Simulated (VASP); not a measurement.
# MoS2 in VASP: single point with PBEsol

Aim: the single point of MoS2 with PBEsol.

Everything below comes from runs of VASP 6.6.1. Logs are shortened: lines on timing, memory, paths and dates and some standing lists are left out, and cuts for length are marked.

### 1 The cell of the first run

The cell holds a slab with vacuum, 15 atoms: a = 3.120 Å, b = 6.347 Å, c = 27.709 Å, α = 90.00°, β = 90.00°, γ = 104.23°.

### 2 Single point, PBEsol

INCAR reads:

```
SYSTEM = MoS2
PREC = Accurate ; ENCUT = 400
EDIFF = 1E-6 ; ISMEAR = 0
SIGMA = 0.1 ; LREAL = .FALSE.
LASPH = .TRUE. ; NELM = 120
ALGO = Normal ; ISIF = 2
LWAVE = .FALSE. ; LCHARG = .FALSE.
LDIPOL = .TRUE. ; IDIPOL = 3
DIPOL = 0.5 0.5 0.504 ; GGA = PS
NBANDS = 78 ; ISYM = 0
GGA_COMPAT = .FALSE. ; NELMDL = -8
```

KPOINTS reads:

```
Automatic mesh
0
G
  11 6 1
  0 0 0
```

POSCAR reads:

```
MoS2
1.0
    3.1204068994      0.0000000000      0.0000000000
   -1.5602034497      6.1523258013      0.0000000000
    0.0000000000      0.0000000000     27.7094872525
S Mo
10 5
Direct
    0.6394337340      0.2788674681      0.2706654198
    0.8927216588      0.7854433177      0.3197427440
    0.1715891269      0.3431782539      0.3671388639
    0.4248770517      0.8497541035      0.4162161880
    0.7037445198      0.4074890396      0.4636123079
    0.9570324446      0.9140648893      0.5126896321
    0.2358999127      0.4717998254      0.5600857520
    0.4891878375      0.9783756750      0.6091630762
    0.7680553056      0.5361106112      0.6565591961
    0.0213432304      0.0426864608      0.7056365202
    0.5321553929      0.0643107858      0.3434408039
    0.0643107858      0.1286215716      0.4399142480
    0.5964661787      0.1929323573      0.5363876921
    0.1286215716      0.2572431431      0.6328611361
    0.6607769644      0.3215539289      0.7293345802
```

Potentials or basis: VASP PAW PBE potentials, release 64 (S, Mo_sv).

On the command line:

```
$ cat potpaw_PBE.64/S/POTCAR potpaw_PBE.64/Mo_sv/POTCAR > POTCAR
$ mpirun -np 1 vasp_std > vasp.out
```

OUTCAR:

```text
SYSTEM = MoS2
   PREC = Accurate
   ENCUT = 400
   EDIFF = 1E-6
   ISMEAR = 0
   LREAL = .FALSE.
   LASPH = .TRUE.
   NELM = 120
   ISIF = 2
   GGA = PS
   ISYM = 0
   NELMDL = -8

 ion  position               nearest neighbor table
   1  0.639  0.279  0.271-  11 2.41
   2  0.893  0.785  0.320-  11 2.41  11 2.41
   3  0.172  0.343  0.367-  12 2.41  11 2.41  11 2.41
   4  0.425  0.850  0.416-  11 2.41  12 2.41  12 2.41
   5  0.704  0.407  0.464-  12 2.41  12 2.41  13 2.41
   6  0.957  0.914  0.513-  12 2.41  13 2.41  13 2.41
   7  0.236  0.472  0.560-  14 2.41  13 2.41  13 2.41
   8  0.489  0.978  0.609-  13 2.41  14 2.41  14 2.41
   9  0.768  0.536  0.657-  15 2.41  14 2.41  14 2.41
  10  0.021  0.043  0.706-  14 2.41  15 2.41  15 2.41
  11  0.532  0.064  0.343-   4 2.41   1 2.41   2 2.41   2 2.41   3 2.41   3 2.41  12 3.12  12 3.12

  12  0.064  0.129  0.440-   5 2.41   5 2.41   3 2.41   6 2.41   4 2.41   4 2.41  13 3.12  11 3.12
                            13 3.12  11 3.12
  13  0.596  0.193  0.536-   8 2.41   7 2.41   7 2.41   6 2.41   6 2.41   5 2.41  14 3.12  14 3.12
                            12 3.12  12 3.12
  14  0.129  0.257  0.633-   7 2.41  10 2.41   8 2.41   8 2.41   9 2.41   9 2.41  13 3.12  13 3.12
                            15 3.12  15 3.12
  15  0.661  0.322  0.729-   9 2.41  10 2.41  10 2.41  14 3.12  14 3.12

IMPORTANT INFORMATION: All symmetrisations will be switched off!
NOSYMM: (Re-)initialisation of all symmetry stuff for point group C_1.

----------------------------------------------------------------------------------------

                                     Primitive cell

  volume of cell :     531.9601

  direct lattice vectors                    reciprocal lattice vectors
     3.120406899  0.000000000  0.000000000     0.320471026  0.081270078  0.000000000
    -1.560203450  6.152325801  0.000000000     0.000000000  0.162540157  0.000000000
     0.000000000  0.000000000 27.709487253     0.000000000  0.000000000  0.036088723

  length of vectors
     3.120406899  6.347073938 27.709487253     0.330615341  0.162540157  0.036088723

  position of ions in fractional coordinates (direct lattice)
     0.639433734  0.278867468  0.270665420
     0.892721659  0.785443318  0.319742744
     0.171589127  0.343178254  0.367138864
     0.424877052  0.849754103  0.416216188
     0.703744520  0.407489040  0.463612308
     0.957032445  0.914064889  0.512689632
     0.235899913  0.471799825  0.560085752
     0.489187837  0.978375675  0.609163076
     0.768055306  0.536110611  0.656559196
     0.021343230  0.042686461  0.705636520
     0.532155393  0.064310786  0.343440804
     0.064310786  0.128621572  0.439914248
     0.596466179  0.192932357  0.536387692
     0.128621572  0.257243143  0.632861136
     0.660776964  0.321553929  0.729334580

  ion indices of the primitive-cell ions
   primitive index   ion index
                 1           1
                 2           2
                 3           3
                 4           4
                 5           5
                 6           6
                 7           7
                 8           8
                 9           9
                10          10
                11          11
                12          12
                13          13
                14          14
                15          15

----------------------------------------------------------------------------------------

 KPOINTS: Automatic mesh

Automatic generation of k-mesh.
 Grid dimensions read from file:
 generate k-points for:   11    6    1

 Generating k-lattice:

  Cartesian coordinates                     Fractional coordinates (reciprocal lattice)
     0.029133730  0.007388189  0.000000000     0.090909091  0.000000000  0.000000000
     0.000000000  0.027090026  0.000000000     0.000000000  0.166666667  0.000000000
     0.000000000  0.000000000  0.036088723     0.000000000  0.000000000  1.000000000

  Length of vectors
     0.030055940  0.027090026  0.036088723

  Shift w.r.t. Gamma in fractional coordinates (k-lattice)
     0.000000000  0.000000000  0.000000000

 -----------------------------------------------------------------------------
|                                                                             |
|           W    W    AA    RRRRR   N    N  II  N    N   GGGG   !!!           |
|           W    W   A  A   R    R  NN   N  II  NN   N  G    G  !!!           |
|           W    W  A    A  R    R  N N  N  II  N N  N  G       !!!           |
|           W WW W  AAAAAA  RRRRR   N  N N  II  N  N N  G  GGG   !            |
|           WW  WW  A    A  R   R   N   NN  II  N   NN  G    G                |
|           W    W  A    A  R    R  N    N  II  N    N   GGGG   !!!           |
|                                                                             |
|     Your reciprocal lattice and k-lattice belong to different lattice       |
|     classes:                                                                |
|                                                                             |
|        The reciprocal lattice is base centered orthorhombic,                |
|        whereas your k-lattice is simple monoclinic.                         |
|                                                                             |
|     Results are often still useful ...                                      |
|                                                                             |
 -----------------------------------------------------------------------------

 WARNING: IBZKPT: internal override: KBLOWUP is changed to .FALSE.
      ... skipping the blow-up phase ...

 Subroutine IBZKPT returns following result:
 ===========================================

 Found     34 irreducible k-points:

 Following reciprocal coordinates:
            Coordinates               Weight
  0.000000  0.000000  0.000000      1.000000
  0.090909  0.000000  0.000000      2.000000
  0.181818  0.000000  0.000000      2.000000
  0.272727  0.000000  0.000000      2.000000
  0.363636  0.000000  0.000000      2.000000
  0.454545  0.000000  0.000000      2.000000
[... 16 lines left out ...]
  0.454545  0.333333  0.000000      2.000000
 -0.454545  0.333333  0.000000      2.000000
 [... further k-points ...]
   k-points           NKPTS =     34   k-points in BZ     NKDIM =     34   number of bands    NBANDS=     78
   number of dos      NEDOS =    301   number of ions     NIONS =     15
   total plane-waves  NPLWV = 161280
   dimension x,y,z NGX =    20 NGY =   42 NGZ =  192
   dimension x,y,z NGXF=    40 NGYF=   84 NGZF=  384
   ions per type =              10   5
   NGX,Y,Z   is equivalent  to a cutoff of  10.66, 11.00, 11.52 a.u.
   NGXF,Y,Z  is equivalent  to a cutoff of  21.31, 22.00, 23.04 a.u.
 SYSTEM =  MoS2
   PREC   = accura    normal or accurate (medium, high low for compatibility)
   ISTART =      0    job   : 0-new  1-cont  2-samecut
   ICHARG =      2    charge: 1-file 2-atom 10-const
   ISPIN  =      1    spin polarized calculation?
   LNONCOLLINEAR =      F non collinear calculations
   LSORBIT =      F    spin-orbit coupling
   LASPH  =      T    aspherical Exc in radial PAW
   ENCUT  =  400.0 eV  29.40 Ry    5.42 a.u.   5.09 10.35 45.19*2*pi/ulx,y,z
   NELM   =    120;   NELMIN=  2; NELMDL= -8     # of ELM steps
   EDIFF  = 0.1E-05   stopping-criterion for ELM
   LREAL  =      F    real-space projection
   EDIFFG = 0.1E-04   stopping-criterion for IOM
   NSW    =      0    number of steps for IOM
   IBRION =     -1    ionic relax: 0-MD 1-quasi-New 2-CG
   NFREE  =      0    steps in history (QN), initial steepest desc. (CG)
   ISIF   =      2    stress and relaxation
   ISYM   =      0    0-nonsym 1-usesym 2-fastsym
   POTIM  = 0.5000    time-step for ionic-motion
   TEBEG  =    0.0;   TEEND  =   0.0 temperature during run
   PSTRESS=    0.0 pullay stress
   NELECT =     130.0000    total number of electrons
   NUPDOWN=      -1.0000    fix difference up-down
   EMIN   =  10.00;   EMAX   =-10.00  energy-range for DOS
   EFERMI =   0.00;   METHOD = LEGACY
   ISMEAR =     0;   SIGMA  =   0.10  broadening in eV -4-tet -1-fermi 0-gaus
   EFERMI_NEDOS =   21; number of points for ismear=-14 and -15
   IALGO  =     38    algorithm
   IMIX   =      4    mixing-type and parameters
     AMIX     =   0.40;   BMIX     =  1.00
     AMIX_MAG =   1.60;   BMIX_MAG =  1.00
  volume/ion in A,a.u.               =      35.46       239.32
  Fermi-wavevector in a.u.,A,eV,Ry     =   1.023520  1.934172 14.253366  1.047593
  Thomas-Fermi vector in A             =   2.157258
   LORBIT       =      0    0 simple, 1 ext, 2 COOP (PROOUT), +10 PAW based schemes
   GGA     = PS    functional components
   LHFCALC =     F    Hartree Fock is set to
   AEXX    =    0.0000 exact exchange contribution
   IVDW    =     0    specifies the selected vdW correction
   LEPSILON=     F    determine dielectric tensor
   LRPA    =     F    only Hartree local field effects (RPA)
 non-spin polarized calculation
 Gauss-broadening in eV      SIGMA  =   0.10
  energy-cutoff  :      400.00
  volume of cell :      531.96
 maximum number of plane-waves:      9719
   NGX = 11   NGY = 21   NGZ = 91

 dipolmoment           0.000000      0.000000      0.452183 electrons x Angstroem

 number of electron     129.9999992 magnetization

 dipolmoment           0.000000      0.000000     -0.252647 electrons x Angstroem

 Free energy of the ion-electron system (eV)
  ---------------------------------------------------
  ext. energy  EPLUGINS =         0.00000000
  ---------------------------------------------------
  free energy    TOTEN  =      -107.74723957 eV

  energy without entropy =     -107.69333032  energy(sigma->0) =     -107.72028494

 E-fermi :   1.2058     XC(G=0):  -6.1505

 val. band max:        1.2045991603   @ k =   0.1818   0.5000   0.0000
 cond. band min:       1.2216291650   @ k =   0.4545   0.5000   0.0000
 fundamental gap:      0.0170300048
 Fermi energy:         1.2057849553

 k-point     1 :       0.0000    0.0000    0.0000
  band No.  band energies     occupation
      1     -60.3136      2.00000
      2     -60.2326      2.00000
      3     -60.1945      2.00000
      4     -60.1656      2.00000
      5     -59.8995      2.00000
      6     -34.6605      2.00000
[... 69 lines left out ...]
     76       3.3040      0.00000
     77       3.4526      0.00000

 k-point     2 :       0.0909    0.0000    0.0000
  band No.  band energies     occupation
      1     -60.3114      2.00000
      2     -60.2308      2.00000
      3     -60.1922      2.00000
      4     -60.1641      2.00000
      5     -59.8978      2.00000
      6     -34.6523      2.00000
[... 69 lines left out ...]
     76       3.1645      0.00000
     77       3.4392      0.00000
[... 1678 lines left out ...]
     76       3.3314      0.00000
     77       3.4243      0.00000

 k-point    24 :      -0.4545    0.3333    0.0000
  band No.  band energies     occupation
      1     -60.2865      2.00000
      2     -60.2099      2.00000
      3     -60.1651      2.00000
      4     -60.1488      2.00000
      5     -59.8778      2.00000
      6     -34.7043      2.00000
[... 69 lines left out ...]
     76       3.2394      0.00000
     77       3.3462      0.00000

 [... further k-points ...]

 [bands above 77 left out]

------------------------ aborting loop because EDIFF is reached ----------------------------------------

 vacuum level on the upper side and lower side of the slab       (xc-potential included)        -1.353         0.967

  FORCE on cell =-STRESS in cart. coord.  units (eV):
  Direction    XX          YY          ZZ          XY          YZ          ZX
  --------------------------------------------------------------------------------------
  -------------------------------------------------------------------------------------
  Total       -6.3463141     -7.9765126     -6.6828352      0.0007211      1.0876114     -0.0000857
  in kB      -19.1140668    -24.0239597    -20.1276138      0.0021718      3.2757087     -0.0002580
  external PRESSURE =     -21.0885468 kB  Pullay stress =       0.0000000 kB

 VOLUME and BASIS-vectors are now :
 -----------------------------------------------------------------------------
  energy-cutoff  :      400.00
  volume of cell :      531.96
      direct lattice vectors                 reciprocal lattice vectors
     3.120406899  0.000000000  0.000000000     0.320471026  0.081270078  0.000000000
    -1.560203450  6.152325801  0.000000000     0.000000000  0.162540157  0.000000000
     0.000000000  0.000000000 27.709487253     0.000000000  0.000000000  0.036088723

 POSITION                                       TOTAL-FORCE (eV/Angst)
 -----------------------------------------------------------------------------------
      1.56020      1.71568      7.50000        -0.000015     -0.953364      1.035633
      1.56020      4.83230      8.85991        -0.000122      1.053128      0.100910
     -0.00000      2.11134     10.17323        -0.000176     -0.191706     -0.082965
     -0.00000      5.22796     11.53314         0.000033      0.065681      0.229507
      1.56020      2.50701     12.84646        -0.000197     -0.019526     -0.015060
      1.56020      5.62363     14.20637        -0.000155      0.129871      0.092863
      0.00000      2.90267     15.51969        -0.000045     -0.073768      0.221462
     -0.00000      6.01929     16.87960         0.000144      0.232471      0.145535
      1.56020      3.29833     18.19292         0.000291     -0.432015      1.853042
      0.00000      0.26262     19.55283         0.000175      1.410990      1.562029
      1.56020      0.39566      9.51657         0.000402      0.115873     -1.421452
     -0.00000      0.79132     12.18980         0.000015     -0.048730      0.165683
      1.56020      1.18698     14.86303         0.000168     -0.208415     -0.499476
      0.00000      1.58264     17.53626        -0.000370     -0.155518      0.181718
      1.56020      1.97830     20.20949        -0.000149     -0.924972     -3.569430
 -----------------------------------------------------------------------------------
    total drift:                                0.000116      0.000167     -0.000643

  FREE ENERGIE OF THE ION-ELECTRON SYSTEM (eV)
  ---------------------------------------------------
  free  energy   TOTEN  =      -107.7472395662 eV

  energy  without entropy=     -107.6933303209  energy(sigma->0) =     -107.72028494

 vacuum level on the upper side and lower side of the slab         4.917         7.287
```

Wall time 38 min (1 thread of Intel Xeon 6975P-C (Granite Rapids), shared host); peak memory 0.85 GiB.

Results:

```
Free energy            : -107.7472 eV
Largest force          : 3.687 eV/Å
Band gap on the k mesh : zero (bands 65 and 66 overlap by 0.17 eV)
```

Forces in eV/Å, atoms in the order of the input:
```
S    0.000 -0.953  1.036
S    0.000  1.053  0.101
S    0.000 -0.192 -0.083
S    0.000  0.066  0.230
S    0.000 -0.020 -0.015
S    0.000  0.130  0.093
S    0.000 -0.074  0.221
S    0.000  0.232  0.146
S    0.000 -0.432  1.853
S    0.000  1.411  1.562
Mo   0.000  0.116 -1.421
Mo   0.000 -0.049  0.166
Mo   0.000 -0.208 -0.499
Mo   0.000 -0.156  0.182
Mo   0.000 -0.925 -3.569
```

Caveat: the PAW data sets were made with another functional, which shifts forces and pressure a little.
